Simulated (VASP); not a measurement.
A run of VASP 6.6.1 is set up as follows.

Contents of INCAR:

```
SYSTEM = GaGe
PREC     = Accurate       ! precision mode
ENCUT    = 520            ! plane-wave cutoff, eV
EDIFF    = 1E-6           ! SCF threshold, eV
ISMEAR   = 0              ! smearing method
SIGMA    = 0.15           ! smearing width, eV
LREAL    = .FALSE.        ! projectors in reciprocal space
LASPH    = .TRUE.         ! aspherical terms in the spheres
NELM     = 100            ! most SCF steps
ALGO     = Normal         ! electronic algorithm
ISIF     = 2              ! what is computed and relaxed
LWAVE    = .FALSE.        ! write WAVECAR
LCHARG   = .FALSE.        ! write CHGCAR
GGA      = PS             ! functional
NBANDS   = 20             ! bands
```

Contents of KPOINTS:

```
regular mesh
0
G
  14 14 14
  0 0 0
```

The input POSCAR:

```
GaGe
1.0
    0.0000000000      2.8978440000      2.7529518000
    2.8978440000      0.0000000000      2.7529518000
    2.8978440000      2.8978440000      0.0000000000
Ga Ge
1 1
Direct
    0.7500000000      0.7500000000      0.7500000000
    0.0000000000      0.0000000000      0.0000000000
```

Potentials or basis: VASP PAW PBE potentials, release 64 (Ga_d, Ge_d).

Run with:

```bash
$ cat potpaw_PBE.64/Ga_d/POTCAR potpaw_PBE.64/Ge_d/POTCAR > POTCAR
$ mpirun -np 1 vasp_std > vasp.out
```

(1) Estimate the pressure.

Answers

(1) -0.1 GPa.

Caveat: the cell differs from its parent crystal (strain +0.000 along x and y, -0.050 along z); the PAW data sets were made with another functional, which shifts forces and pressure a little.
